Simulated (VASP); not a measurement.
# GaN in VASP: single point with PBE

Aim: the single point of GaN with PBE.

All numbers are computed with VASP 6.6.1; they aren't measurements. Logs are shortened: lines on timing, memory, paths and dates and some standing lists are left out, and cuts for length are marked.

**1. The cell of the first run**

The cell holds a slab with vacuum, 14 atoms: a = 3.216 Å, b = 3.216 Å, c = 31.413 Å, α = 90.00°, β = 90.00°, γ = 120.00°.

**2. Single point, PBE (atoms taken out)**

INCAR reads:

```
  PREC = Accurate
  ENCUT = 640
  EDIFF = 1E-6
  ISMEAR = 0
  SIGMA = 0.05
  LREAL = F
  LASPH = T
  NELM = 300
  ALGO = Normal
  ISIF = 2
  LWAVE = F
  LCHARG = F
  LDIPOL = T
  IDIPOL = 3
  DIPOL = 0.5 0.5 0.500
  GGA = PE
  NBANDS = 76
  GGA_COMPAT = F
  NELMDL = -8
  AMIX = 0.1
  BMIX = 1E-4
  AMIX_MAG = 0.4
  BMIX_MAG = 1E-4
  KPAR = 4
```

KPOINTS reads:

```
regular mesh
0
Gamma
  9 9 1
```

POSCAR reads:

```
GaN
1.0
    3.2162589223      0.0000000000      0.0000000000
   -1.6081294611      2.7853619318      0.0000000000
    0.0000000000      0.0000000000     31.4129025838
N Ga
7 7
Direct
    0.0000000000      0.0000000000      0.2387553961
    0.3333333333      0.6666666667      0.3223536694
    0.6666666667      0.3333333333      0.4059519426
    0.0000000000      0.0000000000      0.4895502158
    0.3333333333      0.6666666667      0.5731484891
    0.6666666667      0.3333333333      0.6567467623
    0.0000000000      0.0000000000      0.7403450356
    0.3333333333      0.6666666667      0.2596549644
    0.6666666667      0.3333333333      0.3432532377
    0.0000000000      0.0000000000      0.4268515109
    0.3333333333      0.6666666667      0.5104497842
    0.6666666667      0.3333333333      0.5940480574
    0.0000000000      0.0000000000      0.6776463306
    0.3333333333      0.6666666667      0.7612446039
```

Potentials or basis: VASP PAW PBE potentials, release 64 (N, Ga_d).

On the command line:

```bash
$ cat potpaw_PBE.64/N/POTCAR potpaw_PBE.64/Ga_d/POTCAR > POTCAR
$ mpirun -np 4 vasp_std > vasp.out
```

OUTCAR:

```text
PREC = Accurate
   ENCUT = 640
   EDIFF = 1E-6
   ISMEAR = 0
   LREAL = F
   LASPH = T
   NELM = 300
   ISIF = 2
   GGA = PE
   NELMDL = -8
   AMIX = 0.1
   AMIX_MAG = 0.4

 ion  position               nearest neighbor table
   1  0.000  0.000  0.239-   8 1.97   8 1.97   8 1.97
   2  0.333  0.667  0.322-   9 1.97   9 1.97   9 1.97   8 1.97
   3  0.667  0.333  0.406-   9 1.97  10 1.97  10 1.97  10 1.97
   4  0.000  0.000  0.490-  10 1.97  11 1.97  11 1.97  11 1.97
   5  0.333  0.667  0.573-  11 1.97  12 1.97  12 1.97  12 1.97
   6  0.667  0.333  0.657-  12 1.97  13 1.97  13 1.97  13 1.97
   7  0.000  0.000  0.740-  14 1.97  14 1.97  14 1.97  13 1.97
   8  0.333  0.667  0.260-   1 1.97   1 1.97   1 1.97   2 1.97
   9  0.667  0.333  0.343-   3 1.97   2 1.97   2 1.97   2 1.97
  10  0.000  0.000  0.427-   4 1.97   3 1.97   3 1.97   3 1.97
  11  0.333  0.667  0.510-   5 1.97   4 1.97   4 1.97   4 1.97
  12  0.667  0.333  0.594-   6 1.97   5 1.97   5 1.97   5 1.97
  13  0.000  0.000  0.678-   6 1.97   6 1.97   6 1.97   7 1.97
  14  0.333  0.667  0.761-   7 1.97   7 1.97   7 1.97

  LATTYP: Found a hexagonal cell.
 ALAT       =     3.2162589223
 C/A-ratio  =     9.7669072493

  Lattice vectors:

 A1 = (   3.2162589223,   0.0000000000,   0.0000000000)
 A2 = (  -1.6081294611,   2.7853619318,   0.0000000000)
 A3 = (   0.0000000000,   0.0000000000,  31.4129025838)

Analysis of symmetry for initial positions (statically):
=====================================================================
 Subroutine PRICEL returns:
 Original cell was already a primitive cell.

 Routine SETGRP: Setting up the symmetry group for a
 hexagonal supercell.

 Subroutine GETGRP returns: Found  6 space group operations
 (whereof  6 operations were pure point group operations)
 out of a pool of 24 trial point group operations.

The static configuration has the point symmetry C_3v.

Analysis of symmetry for dynamics (positions and initial velocities):
=====================================================================
 Subroutine PRICEL returns:
 Original cell was already a primitive cell.

 Routine SETGRP: Setting up the symmetry group for a
 hexagonal supercell.

 Subroutine GETGRP returns: Found  6 space group operations
 (whereof  6 operations were pure point group operations)
 out of a pool of 24 trial point group operations.

The dynamic configuration has the point symmetry C_3v.

 Subroutine INISYM returns: Found  6 space group operations
 (whereof  6 operations are pure point group operations),
 and found     1 'primitive' translations

----------------------------------------------------------------------------------------

                                     Primitive cell

  volume of cell :     281.4108

  direct lattice vectors                    reciprocal lattice vectors
     3.216258922  0.000000000  0.000000000     0.310920241  0.179509885  0.000000000
    -1.608129461  2.785361932  0.000000000     0.000000000  0.359019770  0.000000000
     0.000000000  0.000000000 31.412902584     0.000000000  0.000000000  0.031834053

  length of vectors
     3.216258922  3.216258922 31.412902584     0.359019770  0.359019770  0.031834053

  position of ions in fractional coordinates (direct lattice)
     0.000000000  0.000000000  0.238755396
     0.333333333  0.666666667  0.322353669
     0.666666667  0.333333333  0.405951943
     0.000000000  0.000000000  0.489550216
     0.333333333  0.666666667  0.573148489
     0.666666667  0.333333333  0.656746762
     0.000000000  0.000000000  0.740345036
     0.333333333  0.666666667  0.259654964
     0.666666667  0.333333333  0.343253238
     0.000000000  0.000000000  0.426851511
     0.333333333  0.666666667  0.510449784
     0.666666667  0.333333333  0.594048057
     0.000000000  0.000000000  0.677646331
[... 31 lines left out ...]
     0.000000000  0.039891086  0.000000000     0.000000000  0.111111111  0.000000000
     0.000000000  0.000000000  0.031834053     0.000000000  0.000000000  1.000000000

  Length of vectors
     0.039891086  0.039891086  0.031834053

  Shift w.r.t. Gamma in fractional coordinates (k-lattice)
     0.000000000  0.000000000  0.000000000

 Subroutine IBZKPT returns following result:
 ===========================================

 Found     12 irreducible k-points:

 Following reciprocal coordinates:
            Coordinates               Weight
  0.000000  0.000000  0.000000      1.000000
  0.111111  0.000000  0.000000      6.000000
  0.222222  0.000000  0.000000      6.000000
  0.333333  0.000000  0.000000      6.000000
  0.444444  0.000000  0.000000      6.000000
  0.111111  0.111111  0.000000      6.000000
  0.222222  0.111111  0.000000     12.000000
  0.333333  0.111111  0.000000     12.000000
  0.444444  0.111111  0.000000      6.000000
  0.222222  0.222222  0.000000      6.000000
  0.333333  0.222222  0.000000     12.000000
  0.333333  0.333333  0.000000      2.000000
   k-points           NKPTS =     12   k-points in BZ     NKDIM =     12   number of bands    NBANDS=     76
   number of dos      NEDOS =    301   number of ions     NIONS =     14
   total plane-waves  NPLWV = 211680
   dimension x,y,z NGX =    28 NGY =   28 NGZ =  270
   dimension x,y,z NGXF=    56 NGYF=   56 NGZF=  540
   ions per type =               7   7
   NGX,Y,Z   is equivalent  to a cutoff of  14.47, 14.47, 14.29 a.u.
   NGXF,Y,Z  is equivalent  to a cutoff of  28.95, 28.95, 28.58 a.u.
 SYSTEM =  unknown system
   PREC   = accura    normal or accurate (medium, high low for compatibility)
   ISTART =      0    job   : 0-new  1-cont  2-samecut
   ICHARG =      2    charge: 1-file 2-atom 10-const
   ISPIN  =      1    spin polarized calculation?
   LNONCOLLINEAR =      F non collinear calculations
   LSORBIT =      F    spin-orbit coupling
   LASPH  =      T    aspherical Exc in radial PAW
   ENCUT  =  640.0 eV  47.04 Ry    6.86 a.u.   6.63  6.63 64.80*2*pi/ulx,y,z
   NELM   =    300;   NELMIN=  2; NELMDL= -8     # of ELM steps
   EDIFF  = 0.1E-05   stopping-criterion for ELM
   LREAL  =      F    real-space projection
   EDIFFG = 0.1E-04   stopping-criterion for IOM
   NSW    =      0    number of steps for IOM
   IBRION =     -1    ionic relax: 0-MD 1-quasi-New 2-CG
   NFREE  =      0    steps in history (QN), initial steepest desc. (CG)
   ISIF   =      2    stress and relaxation
   ISYM   =      2    0-nonsym 1-usesym 2-fastsym
   POTIM  = 0.5000    time-step for ionic-motion
   TEBEG  =    0.0;   TEEND  =   0.0 temperature during run
   PSTRESS=    0.0 pullay stress
   NELECT =     126.0000    total number of electrons
   NUPDOWN=      -1.0000    fix difference up-down
   EMIN   =  10.00;   EMAX   =-10.00  energy-range for DOS
   EFERMI =   0.00;   METHOD = LEGACY
   ISMEAR =     0;   SIGMA  =   0.05  broadening in eV -4-tet -1-fermi 0-gaus
   EFERMI_NEDOS =   21; number of points for ismear=-14 and -15
   IALGO  =     38    algorithm
   IMIX   =      4    mixing-type and parameters
     AMIX     =   0.10;   BMIX     =  0.00
     AMIX_MAG =   0.40;   BMIX_MAG =  0.00
  volume/ion in A,a.u.               =      20.10       135.65
  Fermi-wavevector in a.u.,A,eV,Ry     =   1.252424  2.366739 21.341640  1.568566
  Thomas-Fermi vector in A             =   2.386325
   LORBIT       =      0    0 simple, 1 ext, 2 COOP (PROOUT), +10 PAW based schemes
   GGA     = PE    functional components
   LHFCALC =     F    Hartree Fock is set to
   AEXX    =    0.0000 exact exchange contribution
   IVDW    =     0    specifies the selected vdW correction
   LEPSILON=     F    determine dielectric tensor
   LRPA    =     F    only Hartree local field effects (RPA)
 non-spin polarized calculation
 Gauss-broadening in eV      SIGMA  =   0.05
  energy-cutoff  :      640.00
  volume of cell :      281.41
 maximum number of plane-waves:     10449
 NGX is ok and might be reduce to    28
   NGX = 13   NGY = 13   NGZ =129

 dipolmoment           0.000000      0.000000      0.034979 electrons x Angstroem

 number of electron     126.0000005 magnetization

 dipolmoment           0.000000      0.000000     -0.160074 electrons x Angstroem

 Free energy of the ion-electron system (eV)
  ---------------------------------------------------
  ext. energy  EPLUGINS =         0.00000000
  ---------------------------------------------------
  free energy    TOTEN  =       -81.61026301 eV

  energy without entropy =      -81.58759211  energy(sigma->0) =      -81.59892756

 E-fermi :   1.0768     XC(G=0):  -7.2967

 val. band max:        1.0761443291   @ k =   0.2222   0.1111   0.0000
 cond. band min:       1.0842467090   @ k =   0.2222   0.2222   0.0000
 fundamental gap:      0.0081023799
 Fermi energy:         1.0768024953

 k-point     1 :       0.0000    0.0000    0.0000
  band No.  band energies     occupation
      1     -16.3125      2.00000
      2     -15.8517      2.00000
      3     -15.4954      2.00000
      4     -15.1611      2.00000
      5     -14.8183      2.00000
      6     -14.4768      2.00000
[... 925 lines left out ...]
     74       7.4349      0.00000
     75       7.7827      0.00000
 [bands above 75 left out]

------------------------ aborting loop because EDIFF is reached ----------------------------------------

 vacuum level on the upper side and lower side of the slab       (xc-potential included)        -1.623         1.541

  FORCE on cell =-STRESS in cart. coord.  units (eV):
  Direction    XX          YY          ZZ          XY          YZ          ZX
  --------------------------------------------------------------------------------------
  -------------------------------------------------------------------------------------
  Total       -1.1469386     -1.1469386      1.8727977     -0.0000000      0.0000000      0.0000000
  in kB       -6.5299526     -6.5299526     10.6625419     -0.0000000      0.0000000      0.0000000
  external PRESSURE =      -0.7991211 kB  Pullay stress =       0.0000000 kB

 VOLUME and BASIS-vectors are now :
 -----------------------------------------------------------------------------
  energy-cutoff  :      640.00
  volume of cell :      281.41
      direct lattice vectors                 reciprocal lattice vectors
     3.216258922  0.000000000  0.000000000     0.310920241  0.179509885  0.000000000
    -1.608129461  2.785361932  0.000000000     0.000000000  0.359019770  0.000000000
     0.000000000  0.000000000 31.412902584     0.000000000  0.000000000  0.031834053

 POSITION                                       TOTAL-FORCE (eV/Angst)
 -----------------------------------------------------------------------------------
      0.00000      0.00000      7.50000         0.000000     -0.000000      1.454791
     -0.00000      1.85691     10.12606        -0.000000      0.000000      0.725540
      1.60813      0.92845     12.75213         0.000000      0.000000      0.357570
      0.00000      0.00000     15.37819        -0.000000      0.000000      0.325496
     -0.00000      1.85691     18.00426         0.000000      0.000000      0.332801
      1.60813      0.92845     20.63032        -0.000000      0.000000      0.300477
      0.00000      0.00000     23.25639        -0.000000     -0.000000      0.314096
     -0.00000      1.85691      8.15652        -0.000000     -0.000000     -1.952542
      1.60813      0.92845     10.78258         0.000000      0.000000     -0.429964
      0.00000      0.00000     13.40864        -0.000000      0.000000     -0.323013
     -0.00000      1.85691     16.03471         0.000000     -0.000000     -0.329665
      1.60813      0.92845     18.66077        -0.000000      0.000000     -0.365360
      0.00000      0.00000     21.28684        -0.000000      0.000000     -0.594771
     -0.00000      1.85691     23.91290        -0.000000     -0.000000      0.184544
 -----------------------------------------------------------------------------------
    total drift:                                0.000001      0.000000     -0.007205

  FREE ENERGIE OF THE ION-ELECTRON SYSTEM (eV)
  ---------------------------------------------------
  free  energy   TOTEN  =       -81.6102630115 eV

  energy  without entropy=      -81.5875921146  energy(sigma->0) =      -81.59892756

 vacuum level on the upper side and lower side of the slab         5.281         8.488
```

Wall time 11 min (4 MPI ranks of Intel Xeon 6975P-C (Granite Rapids), shared host); peak memory 0.64 GiB.

Results:

- Free energy: -81.6103 eV
- Largest force: 1.953 eV/Å
- Band gap on the k mesh: zero (bands 63 and 64 overlap by 0.43 eV)

Forces in eV/Å, atoms in the order of the input:
```
N    0.000  0.000  1.455
N    0.000  0.000  0.726
N    0.000  0.000  0.358
N    0.000  0.000  0.325
N    0.000  0.000  0.333
N    0.000  0.000  0.300
N    0.000  0.000  0.314
Ga   0.000  0.000 -1.953
Ga   0.000  0.000 -0.430
Ga   0.000  0.000 -0.323
Ga   0.000  0.000 -0.330
Ga   0.000  0.000 -0.365
Ga   0.000  0.000 -0.595
Ga   0.000  0.000  0.185
```

Levels at points of the mesh, in eV from the Fermi level:
```tsv
k point	band 60	band 61	band 62	band 63	band 64	band 65	band 66	band 67
(0.00, 0.00, 0.00)	-0.72	-0.72	-0.25	0.37	0.37	1.07	1.90	2.43
```

Caveat: the cell differs from its parent crystal (atoms taken out).
